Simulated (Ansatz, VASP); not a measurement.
## C2N: VASP beside Ansatz

```
C N
1.0
     6.63790    0.00000    0.00000
    -3.31895    5.74859    0.00000
     0.00000    0.00000    2.49435
C N
4 2
Direct
  0.66667 0.33333 0.25000
  0.33333 0.66667 0.75000
  0.00000 0.00000 0.00000
  0.00000 0.00000 0.50000
  0.66667 0.33333 0.75000
  0.33333 0.66667 0.25000
```

Change from the starting cell: species swapped into the Pr2Tl type (P6_3/mmc, No. 194).

Alike in both runs: functional PBE; k mesh 6 × 6 × 14; occupations gaussian, width 0.1 eV; no spin polarisation.

Ansatz relaxed the structure, and its values are those at the end. VASP's run is a single point on that final structure, the one shown.

|  | VASP | Ansatz |
| --- | --- | --- |
| version | VASP 6.6.1 | Ansatz 0.2.0 |
| potentials or method | VASP PAW PBE potentials, release 64 (C, N), cutoff 520 eV | scalar-relativistic, plane waves, PAW |
| valence electrons in the cell | 26 | 26 |

Ansatz gave:

| Quantity | Value |
| --- | --- |
| gap on the k mesh at the Fermi level (eV) | none |
| pressure (GPa) | 0.0 |

Q: Which values does VASP return?

A: gap on the k mesh at the Fermi level (eV): none; pressure (GPa): -0.2.

A gap of «none» marks a metal or a gap that the smearing closes.

Noted on VASP's run: the standard files for N, O and F lose accuracy on very short bonds.
